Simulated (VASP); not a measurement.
Set up this calculation in VASP 6.6.1, as the native input.

```yaml
Task: single point
Functional: PBE
Potentials_or_basis: VASP PAW PBE potentials, release 64 (Ta_sv_GW, O)
Cutoff: 700 eV
k_mesh: 10 × 10 × 7
Occupations: fermi-dirac, width 0.05 eV
Spin: no spin polarisation
Dipole_correction: no
Further_INCAR_settings: ALGO = Normal; EDIFF = 1e-06; NBANDS = 16
```

The structure of TaO lies in POSCAR:

```
TaO
1.0
    3.0049763056      0.0000028292      0.0000000000
   -1.5024906029      2.6023844038      0.0000000000
    0.0000000000      0.0000000000      3.8411709824
Ta O
1 1
Direct
    0.0000000000      0.0000000000      0.5000000000
    0.0000000000      0.0000000000      0.0000000000
```

One way to write it, as run:

INCAR

```
PREC = Accurate
ENCUT = 700
EDIFF = 1E-6
ISMEAR = -1
SIGMA = 0.05
LREAL = False
LASPH = True
NELM = 120
ALGO = Normal
ISIF = 2
LWAVE = False
LCHARG = False
GGA = PE
NBANDS = 16
GGA_COMPAT = False
```

KPOINTS

```
Automatic mesh
0
Gamma
  10 10 7
```

Potentials or basis: VASP PAW PBE potentials, release 64 (Ta_sv_GW, O).

Command:

```console
$ cat potpaw_PBE.64/Ta_sv_GW/POTCAR potpaw_PBE.64/O/POTCAR > POTCAR
$ mpirun -np 1 vasp_std > vasp.out
```

It gave:

```
Pressure               : 4.8 GPa
Band gap on the k mesh : zero (an odd number of electrons rules out a gap without spin polarisation)
```

Caveat: the cell stands under pressure; spin-orbit coupling is left out, which moves the levels of the heavy elements; an odd number of electrons without spin polarisation forces a metal; a magnetic or distorted state may lie lower.

Run time: 22 s on 1 thread of Intel(R) Xeon(R) Platinum 8488C (Sapphire Rapids), with other jobs on the host, peak memory 0.21 GiB.
